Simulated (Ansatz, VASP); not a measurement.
## LiH: VASP beside Ansatz

```xyz
2
Lattice="0.0000 2.0086 2.0086 2.0086 0.0000 2.0086 2.0086 2.0086 0.0000" Properties=species:S:1:pos:R:3 pbc="T T T"
Li    0.0000    0.0000    0.0000
H     2.0086    2.0086    2.0086
```

Alike in both runs: task single point; functional PBE; k mesh 10 × 10 × 10; occupations gaussian, width 0.1 eV; no spin polarisation.

|  | VASP | Ansatz |
| --- | --- | --- |
| version | VASP 6.6.1 | Ansatz 0.2.0 |
| potentials or method | VASP PAW PBE potentials, release 64 (Li_sv, H), cutoff 520 eV | scalar-relativistic, plane waves, PAW |
| valence electrons in the cell | 4 | 4 |

VASP gave:

* gap on the k mesh at the Fermi level (eV): 2.98
* least direct gap on the mesh (eV): 2.98

Which values does Ansatz return?

gap on the k mesh at the Fermi level (eV): 2.99; least direct gap on the mesh (eV): 2.99.

Noted on VASP's run: the cutoff is short for stress, so the pressure is rough.
